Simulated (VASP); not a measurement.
A run of VASP 6.6.1 is set up as follows.

Contents of INCAR:

```
PREC = Accurate ; ENCUT = 520
EDIFF = 1E-7 ; ISMEAR = -1
SIGMA = 0.05 ; LREAL = False
LASPH = True ; NELM = 150
ALGO = Normal ; ISIF = 2
LWAVE = False ; LCHARG = False
ISPIN = 2 ; MAGMOM = 0 0 0
LORBIT = 11 ; NUPDOWN = 0.0
LMAXMIX = 4 ; GGA = PS
NBANDS = 22
```

File KPOINTS:

```
regular mesh
0
Gamma
  12 12 6
```

Contents of POSCAR:

```
Ni2H
1.0
    2.6430021000      0.0000000000      0.0000000000
   -1.3215010500      2.2889069600      0.0000000000
    0.0000000000      0.0000000000      4.3080000000
Ni H
2 1
Direct
    0.3333333300      0.6666666700      0.2610000000
    0.6666666700      0.3333333300      0.7960000000
    0.0000000000      0.0000000000      0.0280000000
```

Potentials or basis: VASP PAW PBE potentials, release 64 (Ni, H).

Launch:

```bash
$ cat potpaw_PBE.64/Ni/POTCAR potpaw_PBE.64/H/POTCAR > POTCAR
$ mpirun -np 1 vasp_std > vasp.out
```

**Question.** Estimate the largest force.

**Answer.** 1.073 eV/Å.

**Question.** Predict the pressure.

**Answer.** -17.0 GPa.

Stress tensor (GPa, compression positive):
```
-17.46   0.00   0.00
  0.00 -17.46   0.00
  0.00   0.00 -16.02
```

Caveat: the cell stands under tension; the PAW data sets were made with another functional, which shifts forces and pressure a little; the total moment is fixed, so each spin has its own Fermi level.
